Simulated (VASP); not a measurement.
Write the native input for VASP 6.6.1 that does the following.

```yaml
Task: single point
Functional: PBE
Potentials_or_basis: VASP PAW PBE potentials, release 64 (Hf_pv, O)
Cutoff: 520 eV
k_mesh: 6 × 6 × 4
Occupations: gaussian, width 0.01 eV
Spin: no spin polarisation
Dipole_correction: no
Further_INCAR_settings: ALGO = Normal; EDIFF = 1e-07; NBANDS = 31
```

The structure of HfO2 lies in POSCAR:

```
HfO2
1.0
    3.5341389583      0.0000000000      0.0000000000
    0.0000000000      3.5341389583      0.0000000000
    0.0000000000      0.0000000000      5.1371494776
Hf O
2 4
Direct
    0.5000000000      0.5000000000      0.5000000000
    0.0000000000      0.0000000000      0.0000000000
    0.0000000000      0.5000000000      0.6972080000
    0.5000000000      0.0000000000      0.8027920000
    0.5000000000      0.0000000000      0.3027920000
    0.0000000000      0.5000000000      0.1972080000
```

One way to write it, as run:

INCAR

```
SYSTEM = HfO2
PREC = Accurate
ENCUT = 520
EDIFF = 1E-7
ISMEAR = 0
SIGMA = 0.01
LREAL = .FALSE.
LASPH = .TRUE.
NELM = 80
ALGO = Normal
ISIF = 2
LWAVE = .FALSE.
LCHARG = .TRUE.
GGA = PE
LELF = .TRUE.
LVHAR = .TRUE.
NBANDS = 31
```

KPOINTS

```
regular mesh
0
G
  6 6 4
  0 0 0
```

Potentials or basis: VASP PAW PBE potentials, release 64 (Hf_pv, O).

The run is started by

```console
$ cat potpaw_PBE.64/Hf_pv/POTCAR potpaw_PBE.64/O/POTCAR > POTCAR
$ mpirun -np 1 vasp_std > vasp.out
```

Results of the run:

| Quantity | Value |
| --- | --- |
| Pressure | 12.3 GPa |
| Largest force | 0.220 eV/Å |
| Band gap on the k mesh | 4.83 eV, indirect (least direct gap 4.91 eV) |

Caveat: spin-orbit coupling is left out, which moves the levels of the heavy elements.

It took 100 s on 1 thread of Intel Xeon 8259CL, on a shared host, peak memory 0.2 GiB.
